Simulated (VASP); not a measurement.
Set up this calculation in VASP 6.6.1, as the native input.

| Quantity | Value |
| --- | --- |
| Task | single point |
| Functional | LDA |
| Potentials or basis | VASP PAW LDA potentials, release 64 (Ag) |
| Cutoff | 520 eV |
| k mesh | 16 × 16 × 16 |
| Occupations | fermi-dirac, width 0.1 eV |
| Spin | no spin polarisation |
| Dipole correction | no |
| Further INCAR settings | ALGO = Normal; EDIFF = 1e-06; NBANDS = 12 |

The structure of Ag lies in POSCAR:

```
Ag
1.0
    2.3275655334      0.0000000000      0.0000000000
    0.0000000000      2.3275655334      0.0000000000
    0.0000000000      0.0000000000      2.3275655334
Ag
1
Direct
    0.0000000000      0.0000000000      0.0000000000
```

This cell differs from its parent crystal: volume scaled by 0.68.

The input as run:

INCAR

```
ALGO = Normal
EDIFF = 1E-6
ENCUT = 520
ISIF = 2
ISMEAR = -1
LASPH = True
LCHARG = False
LREAL = False
LWAVE = False
NBANDS = 12
NELM = 80
PREC = Accurate
SIGMA = 0.1
```

KPOINTS

```
k-points
0
Gamma
  16 16 16
```

Potentials or basis: VASP PAW LDA potentials, release 64 (Ag).

Launch:

```sh
$ cat potpaw_LDA.64/Ag/POTCAR > POTCAR
$ mpirun -np 1 vasp_std > vasp.out
```

It gave:

```
Pressure : 115.2 GPa
```

It took 21 s on 1 thread of AMD EPYC 7R43 64-Core Processor (Zen 3), with other jobs on the host, peak memory 0.1 GiB.
